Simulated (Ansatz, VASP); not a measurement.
# One calculation of Ga4Bi3N, two programs

```
N Ga Bi
1.0
     5.90461    0.00000    0.00000
     0.00000    5.90461    0.00000
     0.00000    0.00000    5.90461
N Ga Bi
1 4 3
Direct
  0.00000 0.00000 0.00000
  0.80046 0.80046 0.80046
  0.19954 0.19954 0.80046
  0.19954 0.80046 0.19954
  0.80046 0.19954 0.19954
  0.50000 0.50000 0.00000
  0.50000 0.00000 0.50000
  0.00000 0.50000 0.50000
```

Alike in both runs: task single point; functional PBE; k mesh 4 × 4 × 4; occupations fermi-dirac, width 0.02 eV; no spin polarisation.

|  | VASP | Ansatz |
| --- | --- | --- |
| version | VASP 6.6.1 | Ansatz 0.2.0 |
| potentials or method | VASP PAW PBE potentials, release 64 (N, Ga_d, Bi_d) | plane waves, PAW |
| plane-wave cutoff (eV) | 520 | 420 |
| valence electrons in the cell | 102 | 102 |

Ansatz gave:

- pressure (GPa): 2.2
- rms of the force components (eV/Å): 0.008

Estimate VASP's values.

pressure (GPa): 2.2; rms of the force components (eV/Å): 0.000.

Spin-orbit coupling is off throughout.
